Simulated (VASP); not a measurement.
Write the native input for VASP 6.6.1 that does the following.

* Task: single point
* Functional: PBEsol
* Potentials or basis: VASP PAW PBE potentials, release 64 (P)
* Cutoff: 520 eV
* k mesh: 6 × 6 × 6
* Occupations: fermi-dirac, width 0.05 eV
* Spin: no spin polarisation
* Dipole correction: no
* Further INCAR settings: ALGO = Normal; EDIFF = 1e-06; NBANDS = 12

The structure of P lies in POSCAR:

```
P
1.0
    1.7257251800      0.9963479000      3.1296800100
   -1.7257251800      0.9963479000      3.1296800100
    0.0000000000     -1.9926957900      3.1296800100
P
2
Direct
    0.2270802500      0.2270802500      0.2270802500
    0.7729197500      0.7729197500      0.7729197500
```

These files were run (other wordings do the same):

INCAR

```
PREC     = Accurate       # precision mode
ENCUT    = 520            # plane-wave cutoff, eV
EDIFF    = 1E-6           # SCF threshold, eV
ISMEAR   = -1             # smearing method
SIGMA    = 0.05           # smearing width, eV
LREAL    = F              # projectors in reciprocal space
LASPH    = T              # aspherical terms in the spheres
NELM     = 60             # most SCF steps
ALGO     = Normal         # electronic algorithm
ISIF     = 2              # what is computed and relaxed
LWAVE    = F              # write WAVECAR
LCHARG   = F              # write CHGCAR
GGA      = PS             # functional
NBANDS   = 12             # bands
```

KPOINTS

```
regular mesh
0
Gamma
  6 6 6
```

Potentials or basis: VASP PAW PBE potentials, release 64 (P).

The run is started by

```bash
$ cat potpaw_PBE.64/P/POTCAR > POTCAR
$ mpirun -np 1 vasp_std > vasp.out
```

It gave:

The pressure is -2.0 GPa, the largest force is 0.044 eV/Å and the band gap on the k mesh is zero (band 5 reaches 9.39 eV, above the bottom of band 6 at 8.67 eV).

Caveat: the k points lie up to 0.37 Å⁻¹ apart; the PAW data sets were made with another functional, which shifts forces and pressure a little.

Run time: 10 s on 1 thread of Intel Xeon 6975P-C (shared host), peak memory 0.15 GiB.
